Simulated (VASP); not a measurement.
# Hg (Fd-3m) in VASP: single point with PBEsol

Aim: the single point of Hg with PBEsol.

Program: VASP 6.6.1. These are calculated values, not measurements. Logs are shortened: lines on timing, memory, paths and dates and some standing lists are left out, and cuts for length are marked.

## (1) The cell of the first run

It takes space group Fd-3m (No. 227, cubic). Conventional cell: a = 6.597 Å, b = 6.597 Å, c = 6.597 Å, α = 90.00°, β = 90.00°, γ = 90.00°. Within 3.8 Å of Hg (site symmetry -43m) lie 4 Hg at 2.86 Å.

## (2) Single point, PBEsol

Contents of INCAR:

```
SYSTEM = Hg
  PREC = Accurate
  ENCUT = 520
  EDIFF = 1E-7
  ISMEAR = -1
  SIGMA = 0.13605693000000002
  LREAL = .False.
  LASPH = .True.
  NELM = 80
  ALGO = Normal
  ISIF = 2
  LWAVE = .False.
  LCHARG = .False.
  GGA = PS
  NBANDS = 19
```

Contents of KPOINTS:

```
regular mesh
0
Gamma
  8 8 8
  0 0 0
```

Contents of POSCAR:

```
Hg
1.0
    0.0000000000      3.2987445485      3.2987445485
    3.2987445485      0.0000000000      3.2987445485
    3.2987445485      3.2987445485      0.0000000000
Hg
2
Direct
    0.0000000000      0.0000000000      0.0000000000
    0.2500000000      0.2500000000      0.2500000000
```

Potentials or basis: VASP PAW PBE potentials, release 64 (Hg).

Run with:

```bash
> cat potpaw_PBE.64/Hg/POTCAR > POTCAR
> mpirun -np 1 vasp_std > vasp.out
```

OUTCAR:

```text
SYSTEM = Hg
   PREC = Accurate
   ENCUT = 520
   EDIFF = 1E-7
   ISMEAR = -1
   LREAL = .False.
   LASPH = .True.
   NELM = 80
   ISIF = 2
   GGA = PS

 ion  position               nearest neighbor table
   1  0.000  0.000  0.000-   2 2.86   2 2.86   2 2.86   2 2.86
   2  0.250  0.250  0.250-   1 2.86   1 2.86   1 2.86   1 2.86

  LATTYP: Found a face centered cubic cell.
 ALAT       =     6.5974890970

  Lattice vectors:

 A1 = (   0.0000000000,   3.2987445485,   3.2987445485)
 A2 = (   3.2987445485,   0.0000000000,   3.2987445485)
 A3 = (   3.2987445485,   3.2987445485,   0.0000000000)

Analysis of symmetry for initial positions (statically):
=====================================================================
 Subroutine PRICEL returns:
 Original cell was already a primitive cell.

 Routine SETGRP: Setting up the symmetry group for a
 face centered cubic supercell.

 Subroutine GETGRP returns: Found 48 space group operations
 (whereof 24 operations were pure point group operations)
 out of a pool of 48 trial point group operations.

The static configuration has the point symmetry T_d .
 The point group associated with its full space group is O_h .

Analysis of symmetry for dynamics (positions and initial velocities):
=====================================================================
 Subroutine PRICEL returns:
 Original cell was already a primitive cell.

 Routine SETGRP: Setting up the symmetry group for a
 face centered cubic supercell.

 Subroutine GETGRP returns: Found 48 space group operations
 (whereof 24 operations were pure point group operations)
 out of a pool of 48 trial point group operations.

The dynamic configuration has the point symmetry T_d .
 The point group associated with its full space group is O_h .

 Subroutine INISYM returns: Found 48 space group operations
 (whereof 24 operations are pure point group operations),
 and found     1 'primitive' translations

----------------------------------------------------------------------------------------

                                     Primitive cell

  volume of cell :      71.7920

  direct lattice vectors                    reciprocal lattice vectors
     0.000000000  3.298744549  3.298744549    -0.151572816  0.151572816  0.151572816
     3.298744549  0.000000000  3.298744549     0.151572816 -0.151572816  0.151572816
     3.298744549  3.298744549  0.000000000     0.151572816  0.151572816 -0.151572816

  length of vectors
     4.665129279  4.665129279  4.665129279     0.262531818  0.262531818  0.262531818

  position of ions in fractional coordinates (direct lattice)
     0.000000000  0.000000000  0.000000000
     0.250000000  0.250000000  0.250000000

  ion indices of the primitive-cell ions
   primitive index   ion index
                 1           1
                 2           2

----------------------------------------------------------------------------------------

 KPOINTS: regular mesh

Automatic generation of k-mesh.
 Grid dimensions read from file:
 generate k-points for:    8    8    8

 Generating k-lattice:

  Cartesian coordinates                     Fractional coordinates (reciprocal lattice)
    -0.018946602  0.018946602  0.018946602     0.125000000  0.000000000  0.000000000
     0.018946602 -0.018946602  0.018946602     0.000000000  0.125000000  0.000000000
     0.018946602  0.018946602 -0.018946602     0.000000000  0.000000000  0.125000000

  Length of vectors
     0.032816477  0.032816477  0.032816477

  Shift w.r.t. Gamma in fractional coordinates (k-lattice)
     0.000000000  0.000000000  0.000000000

 Subroutine IBZKPT returns following result:
 ===========================================

 Found     29 irreducible k-points:

 Following reciprocal coordinates:
            Coordinates               Weight
  0.000000  0.000000  0.000000      1.000000
  0.125000  0.000000  0.000000      8.000000
  0.250000  0.000000  0.000000      8.000000
  0.375000  0.000000  0.000000      8.000000
  0.500000  0.000000  0.000000      4.000000
  0.125000  0.125000  0.000000      6.000000
[... 16 lines left out ...]
  0.500000  0.250000  0.125000     48.000000
 -0.375000  0.250000  0.125000     24.000000
 [... further k-points ...]
   k-points           NKPTS =     29   k-points in BZ     NKDIM =     29   number of bands    NBANDS=     19
   number of dos      NEDOS =    301   number of ions     NIONS =      2
   total plane-waves  NPLWV =  46656
   dimension x,y,z NGX =    36 NGY =   36 NGZ =   36
   dimension x,y,z NGXF=    72 NGYF=   72 NGZF=   72
   ions per type =               2
   NGX,Y,Z   is equivalent  to a cutoff of  12.83, 12.83, 12.83 a.u.
   NGXF,Y,Z  is equivalent  to a cutoff of  25.66, 25.66, 25.66 a.u.
 SYSTEM =  Hg
   PREC   = accura    normal or accurate (medium, high low for compatibility)
   ISTART =      0    job   : 0-new  1-cont  2-samecut
   ICHARG =      2    charge: 1-file 2-atom 10-const
   ISPIN  =      1    spin polarized calculation?
   LNONCOLLINEAR =      F non collinear calculations
   LSORBIT =      F    spin-orbit coupling
   LASPH  =      T    aspherical Exc in radial PAW
   ENCUT  =  520.0 eV  38.22 Ry    6.18 a.u.   8.67  8.67  8.67*2*pi/ulx,y,z
   NELM   =     80;   NELMIN=  2; NELMDL= -5     # of ELM steps
   EDIFF  = 0.1E-06   stopping-criterion for ELM
   LREAL  =      F    real-space projection
   EDIFFG = 0.1E-05   stopping-criterion for IOM
   NSW    =      0    number of steps for IOM
   IBRION =     -1    ionic relax: 0-MD 1-quasi-New 2-CG
   NFREE  =      0    steps in history (QN), initial steepest desc. (CG)
   ISIF   =      2    stress and relaxation
   ISYM   =      2    0-nonsym 1-usesym 2-fastsym
   POTIM  = 0.5000    time-step for ionic-motion
   TEBEG  =    0.0;   TEEND  =   0.0 temperature during run
   PSTRESS=    0.0 pullay stress
   NELECT =      24.0000    total number of electrons
   NUPDOWN=      -1.0000    fix difference up-down
   EMIN   =  10.00;   EMAX   =-10.00  energy-range for DOS
   EFERMI =   0.00;   METHOD = LEGACY
   ISMEAR =    -1;   SIGMA  =   0.14  broadening in eV -4-tet -1-fermi 0-gaus
   EFERMI_NEDOS =   21; number of points for ismear=-14 and -15
   IALGO  =     38    algorithm
   IMIX   =      4    mixing-type and parameters
     AMIX     =   0.40;   BMIX     =  1.00
     AMIX_MAG =   1.60;   BMIX_MAG =  1.00
  volume/ion in A,a.u.               =      35.90       242.24
  Fermi-wavevector in a.u.,A,eV,Ry     =   1.136196  2.147099 17.564321  1.290941
  Thomas-Fermi vector in A             =   2.272901
   LORBIT       =      0    0 simple, 1 ext, 2 COOP (PROOUT), +10 PAW based schemes
   GGA     = PS    functional components
   LHFCALC =     F    Hartree Fock is set to
   AEXX    =    0.0000 exact exchange contribution
   IVDW    =     0    specifies the selected vdW correction
   LEPSILON=     F    determine dielectric tensor
   LRPA    =     F    only Hartree local field effects (RPA)
 non-spin polarized calculation
  energy-cutoff  :      520.00
  volume of cell :       71.79
 maximum number of plane-waves:      1964
   NGX = 17   NGY = 17   NGZ = 17

 number of electron      24.0000000 magnetization

 Free energy of the ion-electron system (eV)
  ---------------------------------------------------
  ext. energy  EPLUGINS =         0.00000000
  ---------------------------------------------------
  free energy    TOTEN  =        -0.71318118 eV

  energy without entropy =       -0.65942324  energy(sigma->0) =       -0.68630221

 E-fermi :   0.5709     XC(G=0):  -8.5877

 val. band max:        0.4843172827   @ k =  -0.2500   0.3750   0.1250
 cond. band min:       0.5766299521   @ k =   0.2500   0.2500   0.0000
 fundamental gap:      0.0923126694
 Fermi energy:         0.5708787290

 k-point     1 :       0.0000    0.0000    0.0000
  band No.  band energies     occupation
      1      -7.1253      2.00000
      2      -7.1238      2.00000
      3      -7.1238      2.00000
      4      -7.1238      2.00000
      5      -7.0506      2.00000
      6      -7.0506      2.00000
[... 11 lines left out ...]
     18       6.8861      0.00000
     19       7.1696      0.00000

 k-point     2 :       0.1250    0.0000    0.0000
  band No.  band energies     occupation
      1      -7.1835      2.00000
      2      -7.1835      2.00000
      3      -7.1289      2.00000
      4      -7.0327      2.00000
      5      -6.9654      2.00000
      6      -6.9654      2.00000
[... 11 lines left out ...]
     18       7.4202      0.00000
     19       8.8724      0.00000

 k-point     3 :       0.2500    0.0000    0.0000
  band No.  band energies     occupation
      1      -7.2215      2.00000
      2      -7.2215      2.00000
      3      -7.1404      2.00000
      4      -6.8786      2.00000
      5      -6.8786      2.00000
      6      -6.8748      2.00000
[... 11 lines left out ...]
     18       8.4722      0.00000
     19       8.6930      0.00000

 k-point     4 :       0.3750    0.0000    0.0000
  band No.  band energies     occupation
      1      -7.2182      2.00000
      2      -7.2182      2.00000
      3      -7.1505      2.00000
      4      -6.8559      2.00000
      5      -6.8559      2.00000
      6      -6.8170      2.00000
[... 11 lines left out ...]
     18       7.9935      0.00000
     19      10.5100      0.00000

 k-point     5 :       0.5000    0.0000    0.0000
  band No.  band energies     occupation
      1      -7.2077      2.00000
      2      -7.2077      2.00000
      3      -7.1541      2.00000
      4      -6.8627      2.00000
      5      -6.8627      2.00000
      6      -6.8141      2.00000
[... 11 lines left out ...]
     18       7.8627      0.00000
     19      12.2932      0.00000
[... 334 lines left out ...]
      2      -7.2220      2.00000
      3      -7.1684      2.00000
      4      -7.1684      2.00000
      5      -6.3337      2.00000
      6      -6.3337      2.00000
[... 11 lines left out ...]
     18      13.0394      0.00000
     19      13.5773      0.00000

 k-point    22 :       0.3750    0.2500    0.1250
  band No.  band energies     occupation
      1      -7.3029      2.00000
      2      -7.2203      2.00000
      3      -7.1266      2.00000
      4      -6.8507      2.00000
      5      -6.8274      2.00000
      6      -6.6830      2.00000
[... 11 lines left out ...]
     18       9.5730      0.00000
     19      10.7430      0.00000

 k-point    23 :       0.5000    0.2500    0.1250
  band No.  band energies     occupation
      1      -7.3146      2.00000
      2      -7.2704      2.00000
      3      -7.0839      2.00000
      4      -6.8198      2.00000
      5      -6.7865      2.00000
      6      -6.6235      2.00000
[... 11 lines left out ...]
     18       9.9346      0.00000
     19      11.2524      0.00000

 k-point    24 :      -0.3750    0.2500    0.1250
  band No.  band energies     occupation
      1      -7.3315      2.00000
      2      -7.2718      2.00000
      3      -7.0674      2.00000
      4      -6.8233      2.00000
      5      -6.7331      2.00000
      6      -6.6499      2.00000
[... 11 lines left out ...]
     18       9.8219      0.00000
     19      10.7656      0.00000

 [... further k-points ...]
[... 5 lines left out ...]
  --------------------------------------------------------------------------------------
  -------------------------------------------------------------------------------------
  Total        0.1283342      0.1283342      0.1283342     -0.0000000      0.0000000     -0.0000000
  in kB        2.8640254      2.8640254      2.8640254     -0.0000000      0.0000000     -0.0000000
  external PRESSURE =       2.8640254 kB  Pullay stress =       0.0000000 kB

 VOLUME and BASIS-vectors are now :
 -----------------------------------------------------------------------------
  energy-cutoff  :      520.00
  volume of cell :       71.79
      direct lattice vectors                 reciprocal lattice vectors
     0.000000000  3.298744549  3.298744549    -0.151572816  0.151572816  0.151572816
     3.298744549  0.000000000  3.298744549     0.151572816 -0.151572816  0.151572816
     3.298744549  3.298744549  0.000000000     0.151572816  0.151572816 -0.151572816

 POSITION                                       TOTAL-FORCE (eV/Angst)
 -----------------------------------------------------------------------------------
      0.00000      0.00000      0.00000        -0.000000     -0.000000     -0.000000
      1.64937      1.64937      1.64937         0.000000      0.000000      0.000000
 -----------------------------------------------------------------------------------
    total drift:                                0.000000      0.000000      0.000000

  FREE ENERGIE OF THE ION-ELECTRON SYSTEM (eV)
  ---------------------------------------------------
  free  energy   TOTEN  =        -0.7131811849 eV

  energy  without entropy=       -0.6594232449  energy(sigma->0) =       -0.68630221
```

It took 28 s on 1 thread of Intel Xeon Platinum 8259CL at 2.50GHz (Skylake/Cascade Lake), shared host; peak memory 0.21 GiB.

Results:

```yaml
Free_energy: -0.7132 eV
Pressure: 0.3 GPa
Band_gap_on_the_k_mesh: zero (band 12 reaches 3.67 eV, above the bottom of band 13 at 0.41 eV)
```

Caveat: the PAW data sets were made with another functional, which shifts forces and pressure a little; spin-orbit coupling is left out, which moves the levels of the heavy elements.
